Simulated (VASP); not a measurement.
Runs of VASP 6.6.1 on SiC. The structure is that of space group Ibam (No. 72), or close to it. The cells are those of the table. 

| task | cell | k mesh | cutoff (eV) | smearing | gap on the mesh (eV) | pressure (GPa) | largest force (eV/Å) |
| --- | --- | --- | --- | --- | --- | --- | --- |
| single point | a = 5.637 Å, angles 112.4, 95.8, 121.2°, 12 atoms | 8 × 8 × 8 | 520 | gaussian 0.02 eV | 1.07 | 0.0 | 0.02 |
| single point | a = 5.637 Å, angles 112.4, 95.8, 121.2°, 12 atoms | 4 × 4 × 4 | 520 | gaussian 0.1 eV | 1.31 | 0.0 | 0.01 |
| single point | a = 5.400 Å, angles 109.7, 95.9, 124.1°, 12 atoms | 4 × 4 × 4 | 520 | gaussian 0.1 eV | 1.33 | (a) | 1.75 |
| relaxation of cell and atoms | relaxed from a = 5.400 Å, angles 109.7, 95.9, 124.1°, 12 atoms | 4 × 4 × 4 | 600 | gaussian 0.1 eV | (b) | 0.0 | 0.01 |

Alike in all rows: level PBE; potentials or basis VASP PAW PBE potentials, release 64 (Si, C); no spin polarisation.

**Question.** Estimate the missing entries.

**Answer.** (a) 35.5; (b) 1.32.

Caveats: forces of over 1 eV/Å act on the atoms, so gaps and moduli don't describe the material at rest (some runs).

A k mesh can miss the band edges.
